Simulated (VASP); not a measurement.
Write the native input for VASP 6.6.1 that does the following.

```
Task                   : single point
Functional             : r2SCAN
Potentials or basis    : VASP PAW PBE potentials, release 64 (S, Mg)
Cutoff                 : 520 eV
k mesh                 : 8 × 8 × 8
Occupations            : fermi-dirac, width 0.05 eV
Spin                   : no spin polarisation
Dipole correction      : no
Further INCAR settings : ALGO = Normal; EDIFF = 1e-06; NBANDS = 11
```

MgS:

```
CELL_PARAMETERS angstrom
0.00000 2.79483 2.79483
2.79483 0.00000 2.79483
2.79483 2.79483 0.00000
ATOMIC_POSITIONS crystal
S 0.25000 0.25000 0.25000
Mg 0.00000 0.00000 0.00000
```

One way to write it, as run:

POSCAR

```
MgS
1.0
    0.0000000000      2.7948299470      2.7948299470
    2.7948299470      0.0000000000      2.7948299470
    2.7948299470      2.7948299470      0.0000000000
S Mg
1 1
Direct
    0.2500000000      0.2500000000      0.2500000000
    0.0000000000      0.0000000000      0.0000000000
```

INCAR.step1

```
SYSTEM = MgS
ALGO     = Normal         ! electronic algorithm
EDIFF    = 1E-4           ! SCF threshold, eV
ENCUT    = 520            ! plane-wave cutoff, eV
GGA      = PE             ! functional
ISMEAR   = -1             ! smearing method
LASPH    = .TRUE.         ! aspherical terms in the spheres
LCHARG   = .FALSE.        ! write CHGCAR
LREAL    = .FALSE.        ! projectors in reciprocal space
LWAVE    = .TRUE.         ! write WAVECAR
NBANDS   = 11             ! bands
NELM     = 60             ! most SCF steps
PREC     = Accurate       ! precision mode
SIGMA    = 0.05           ! smearing width, eV
```

INCAR.step2

```
SYSTEM = MgS
ALGO     = Normal         ! electronic algorithm
EDIFF    = 1E-6           ! SCF threshold, eV
ENCUT    = 520            ! plane-wave cutoff, eV
ISIF     = 2              ! what is computed and relaxed
ISMEAR   = -1             ! smearing method
ISTART   = 1            
LASPH    = .TRUE.         ! aspherical terms in the spheres
LCHARG   = .FALSE.        ! write CHGCAR
LMIXTAU  = .TRUE.       
LREAL    = .FALSE.        ! projectors in reciprocal space
LWAVE    = .FALSE.        ! write WAVECAR
METAGGA  = R2SCAN         ! meta-GGA
NBANDS   = 11             ! bands
NELM     = 60             ! most SCF steps
PREC     = Accurate       ! precision mode
SIGMA    = 0.05           ! smearing width, eV
```

KPOINTS

```
k-points
0
G
  8 8 8
  0 0 0
```

Potentials or basis: VASP PAW PBE potentials, release 64 (S, Mg).

Run with:

```console
$ cat potpaw_PBE.64/S/POTCAR potpaw_PBE.64/Mg/POTCAR > POTCAR
$ cp INCAR.step1 INCAR
$ mpirun -np 1 vasp_std > vasp.out
$ cp INCAR.step2 INCAR
$ mpirun -np 1 vasp_std > vasp.out
```

It gave:

```json
{"Pressure": "2.2 GPa", "Band gap on the k mesh": "4.29 eV, indirect (least direct gap 4.34 eV)"}
```

Caveat: the PAW data sets were made with another functional, which shifts forces and pressure a little.

Run time: 37 s on 1 thread of Intel(R) Xeon(R) 6975P-C (Granite Rapids) (shared host), peak memory 0.17 GiB.
